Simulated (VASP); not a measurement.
## C: single point with revPBE+D4

Crystal: C.

```
CELL_PARAMETERS angstrom
2.48801 0.00000 0.00000
-1.24401 2.15468 0.00000
0.00000 0.00000 8.12577
ATOMIC_POSITIONS crystal
C 0.66667 0.33333 0.84375
C 0.33333 0.66667 0.34375
C 0.66667 0.33333 0.65625
C 0.33333 0.66667 0.15625
C 0.00000 0.00000 0.90625
C 0.00000 0.00000 0.40625
C 0.00000 0.00000 0.59375
C 0.00000 0.00000 0.09375
```

```json
{
  "Program": "VASP 6.6.1",
  "Task": "single point",
  "Functional": "revPBE",
  "Dispersion": "D4",
  "Potentials or basis": "VASP PAW PBE potentials, release 64 (C)",
  "Cutoff": "520 eV",
  "k mesh": "12 × 12 × 4",
  "Occupations": "fermi-dirac, width 0.05 eV",
  "Spin": "no spin polarisation",
  "Dipole correction": "no",
  "Further INCAR settings": "ALGO = Normal; EDIFF = 1e-07; NBANDS = 26"
}
```

```
Pressure                   : 13.5 GPa
Largest force              : 0.354 eV/Å
Band gap on the k mesh     : 4.50 eV, indirect (least direct gap 5.27 eV)
Dispersion energy per atom : -0.518 eV
```

Forces in eV/Å, atoms in the order of the input:
```
C    0.000  0.000  0.344
C    0.000  0.000  0.344
C    0.000  0.000 -0.344
C    0.000  0.000 -0.344
C    0.000  0.000  0.354
C    0.000  0.000  0.354
C    0.000  0.000 -0.354
C    0.000  0.000 -0.354
```

Stress tensor (GPa, compression positive):
```
 8.90  0.00  0.00
 0.00  8.90  0.00
 0.00  0.00 22.63
```

Levels at points of the mesh, in eV from the valence-band top:
```tsv
k point	band 13	band 14	band 15	band 16	band 17	band 18	band 19	band 20
(0.00, 0.00, 0.00)	-1.82	-0.24	0.00	0.00	5.27	5.27	5.83	7.14
(0.50, 0.00, 0.00)	-5.22	-4.72	-3.86	-3.05	4.54	5.75	5.95	6.11
(0.00, 0.00, 0.50)	-0.71	-0.71	-0.71	-0.71	6.09	6.09	6.09	6.09
(0.50, 0.00, 0.50)	-4.91	-4.91	-3.82	-3.82	4.90	4.90	7.24	7.24
```

Wall time 29 s on 1 thread of Intel(R) Xeon(R) 6975P-C (Granite Rapids), with other jobs on the host, peak memory 0.17 GiB.

Caveat: the PAW data sets were made with another functional, which shifts forces and pressure a little. revPBE gaps usually lie below the measured ones, often by a third to a half.
